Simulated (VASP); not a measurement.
Here is a VASP 6.6.1 calculation.

The input INCAR:

```
PREC = Accurate
ENCUT = 520
EDIFF = 1E-7
ISMEAR = 0
SIGMA = 0.15
LREAL = False
LASPH = True
NELM = 80
ALGO = Normal
ISIF = 2
LWAVE = False
LCHARG = False
GGA = CA
NBANDS = 14
```

Contents of KPOINTS:

```
regular mesh
0
Gamma
  20 20 20
```

Contents of POSCAR:

```
ZrB
1.0
    0.0000000000      2.6098556416      1.8451679386
    2.6098556416      0.0000000000      1.8451679386
    2.6098556416      2.6098556416      0.0000000000
Zr B
1 1
Direct
    0.0000000000      0.0000000000      0.0000000000
    0.5000000000      0.5000000000      0.5000000000
```

Potentials or basis: VASP PAW LDA potentials, release 64 (Zr_sv, B).

The run is started by

```console
$ cat potpaw_LDA.64/Zr_sv/POTCAR potpaw_LDA.64/B/POTCAR > POTCAR
$ mpirun -np 1 vasp_std > vasp.out
```

(1) Estimate the pressure.

Results:

(1) 50.2 GPa.
